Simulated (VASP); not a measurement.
# BSe in VASP: further runs, part 2 of 2

VASP 6.6.1. The steps go on from the part before.

### 5 Single point, PBE

This run uses another cell than the first one, of 13.02 Å³/atom.

The input, INCAR:

```
ALGO = Normal
EDIFF = 1E-6
ENCUT = 500
GGA = PE
GGA_COMPAT = False
ISIF = 2
ISMEAR = 0
LASPH = True
LCHARG = True
LELF = True
LREAL = False
LVHAR = True
LWAVE = False
NBANDS = 12
NELM = 120
PREC = Accurate
SIGMA = 0.1
```

The input, KPOINTS:

```
k-points
0
Gamma
  20 20 20
```

The input, POSCAR:

```
BSe
1.0
    0.0000000000      2.3524722493      2.3524722493
    2.3524722493      0.0000000000      2.3524722493
    2.3524722493      2.3524722493      0.0000000000
B Se
1 1
Direct
    0.0000000000      0.0000000000      0.0000000000
    0.5000000000      0.5000000000      0.5000000000
```

Potentials or basis: VASP PAW PBE potentials, release 64 (B, Se).

Run with:

```sh
> cat potpaw_PBE.64/B/POTCAR potpaw_PBE.64/Se/POTCAR > POTCAR
> mpirun -np 1 vasp_std > vasp.out
```

OUTCAR:

```text
EDIFF = 1E-6
   ENCUT = 500
   GGA = PE
   ISIF = 2
   ISMEAR = 0
   LASPH = True
   LREAL = False
   NELM = 120
   PREC = Accurate

 ion  position               nearest neighbor table
   1  0.000  0.000  0.000-   2 2.35   2 2.35   2 2.35   2 2.35   2 2.35   2 2.35
   2  0.500  0.500  0.500-   1 2.35   1 2.35   1 2.35   1 2.35   1 2.35   1 2.35

  LATTYP: Found a face centered cubic cell.
 ALAT       =     4.7049444986

  Lattice vectors:

 A1 = (   0.0000000000,   2.3524722493,   2.3524722493)
 A2 = (   2.3524722493,   0.0000000000,   2.3524722493)
 A3 = (   2.3524722493,   2.3524722493,   0.0000000000)

Analysis of symmetry for initial positions (statically):
=====================================================================
 Subroutine PRICEL returns:
 Original cell was already a primitive cell.

 Routine SETGRP: Setting up the symmetry group for a
 face centered cubic supercell.

 Subroutine GETGRP returns: Found 48 space group operations
 (whereof 48 operations were pure point group operations)
 out of a pool of 48 trial point group operations.

The static configuration has the point symmetry O_h .

Analysis of symmetry for dynamics (positions and initial velocities):
=====================================================================
 Subroutine PRICEL returns:
 Original cell was already a primitive cell.

 Routine SETGRP: Setting up the symmetry group for a
 face centered cubic supercell.

 Subroutine GETGRP returns: Found 48 space group operations
 (whereof 48 operations were pure point group operations)
 out of a pool of 48 trial point group operations.

The dynamic configuration has the point symmetry O_h .

 Subroutine INISYM returns: Found 48 space group operations
 (whereof 48 operations are pure point group operations),
 and found     1 'primitive' translations

[... 116 lines left out ...]
  Fermi-wavevector in a.u.,A,eV,Ry     =   1.148915  2.171134 17.959762  1.320005
  Thomas-Fermi vector in A             =   2.285587
   LORBIT       =      0    0 simple, 1 ext, 2 COOP (PROOUT), +10 PAW based schemes
   GGA     = PE    functional components
   LHFCALC =     F    Hartree Fock is set to
   AEXX    =    0.0000 exact exchange contribution
   IVDW    =     0    specifies the selected vdW correction
   LEPSILON=     F    determine dielectric tensor
   LRPA    =     F    only Hartree local field effects (RPA)
 non-spin polarized calculation
 Gauss-broadening in eV      SIGMA  =   0.10
  energy-cutoff  :      500.00
  volume of cell :       26.04
 maximum number of plane-waves:       684
   NGX = 13   NGY = 13   NGZ = 13

 number of electron       8.9999999 magnetization

 Free energy of the ion-electron system (eV)
  ---------------------------------------------------
  ext. energy  EPLUGINS =         0.00000000
  ---------------------------------------------------
  free energy    TOTEN  =        -8.34376014 eV

  energy without entropy =       -8.34053106  energy(sigma->0) =       -8.34214560

 E-fermi :   7.1879     XC(G=0): -11.2542

 val. band max:        7.1603685795   @ k =  -0.3500   0.2500   0.0500
 cond. band min:       7.1899711385   @ k =   0.3500   0.1500   0.0500
 fundamental gap:      0.0296025590
 Fermi energy:         7.1878840993

 k-point     1 :       0.0000    0.0000    0.0000
  band No.  band energies     occupation
      1     -10.1456      2.00000
      2       5.4677      2.00000
      3       5.4677      2.00000
      4       5.4677      2.00000
      5       7.3316      0.04212
      6      12.7706      0.00000
      7      12.7706      0.00000
      8      12.7706      0.00000
      9      15.1798      0.00000
     10      15.1798      0.00000
     11      15.1798      0.00000
     12      19.0194      0.00000
[... 331 lines left out ...]
 k-point    24 :      -0.3500    0.0500    0.0000
  band No.  band energies     occupation
      1      -8.1287      2.00000
      2      -1.6763      2.00000
      3       4.9751      2.00000
      4       6.1691      2.00000
      5       8.0047      0.00000
      6       8.6791      0.00000
      7       9.6096      0.00000
      8      11.6612      0.00000
      9      17.6868      0.00000
     10      19.2216      0.00000
     11      20.6450      0.00000
     12      23.7027      0.00000

 [... further k-points ...]
[... 5 lines left out ...]
  --------------------------------------------------------------------------------------
  -------------------------------------------------------------------------------------
  Total        0.0217176      0.0217176      0.0217176      0.0000000     -0.0000000      0.0000000
  in kB        1.3363438      1.3363438      1.3363438      0.0000000     -0.0000000      0.0000000
  external PRESSURE =       1.3363438 kB  Pullay stress =       0.0000000 kB

 VOLUME and BASIS-vectors are now :
 -----------------------------------------------------------------------------
  energy-cutoff  :      500.00
  volume of cell :       26.04
      direct lattice vectors                 reciprocal lattice vectors
     0.000000000  2.352472249  2.352472249    -0.212542358  0.212542358  0.212542358
     2.352472249  0.000000000  2.352472249     0.212542358 -0.212542358  0.212542358
     2.352472249  2.352472249  0.000000000     0.212542358  0.212542358 -0.212542358

 POSITION                                       TOTAL-FORCE (eV/Angst)
 -----------------------------------------------------------------------------------
      0.00000      0.00000      0.00000         0.000000      0.000000      0.000000
      2.35247      2.35247      2.35247         0.000000      0.000000      0.000000
 -----------------------------------------------------------------------------------
    total drift:                                0.000000     -0.000000     -0.000000

  FREE ENERGIE OF THE ION-ELECTRON SYSTEM (eV)
  ---------------------------------------------------
  free  energy   TOTEN  =        -8.3437601373 eV

  energy  without entropy=       -8.3405310586  energy(sigma->0) =       -8.34214560
```

stdout:

```text
POSCAR found type information on POSCAR B Se
 POSCAR found :  2 types and       2 ions
 scaLAPACK will be used
 LDA part: xc-table for (Slater+PW92), standard interpolation
 POSCAR, INCAR and KPOINTS ok, starting setup
 FFT: planning ... GRIDC
 FFT: planning ... GRID_SOFT
 FFT: planning ... GRID
 WAVECAR not read
 entering main loop
```

Run time: 39 s. Hardware: 1 thread of AMD EPYC 7R13 (Zen 3), shared host; peak memory 0.16 GiB.

What came out:

| Item | Value |
| --- | --- |
| Free energy | -8.3438 eV |
| Pressure | 0.1 GPa |
| Band gap on the k mesh | zero (an odd number of electrons rules out a gap without spin polarisation) |

### 6 Overview

```csv
task,cell,k mesh,gap on the mesh (eV),pressure (GPa),relaxed volume (Å³/atom)
relaxation of cell and atoms,"relaxed from a = 3.604 Å, angles 60.0°, 2 atoms",6 × 6 × 6,none,0.0,12.94
relaxation of cell and atoms,"relaxed from a = 3.688 Å, angles 59.3°, 2 atoms",6 × 6 × 6,none,0.0,12.94
single point,"a = 3.327 Å, angles 60.0°, 2 atoms",20 × 20 × 20,none,0.1,-
```

Alike in all rows: level PBE; potentials or basis VASP PAW PBE potentials, release 64 (B, Se); no spin polarisation; cutoff (eV) 500; smearing gaussian 0.1 eV.

Caveats: the volume moved by over 15 % at a fixed basis, so the end points are rough (at least some runs).

Total energies depend on the potentials used, so only differences within one code and one set of settings carry meaning.

The gap in the log of VASP goes by the Fermi energy; the results here count the filled bands.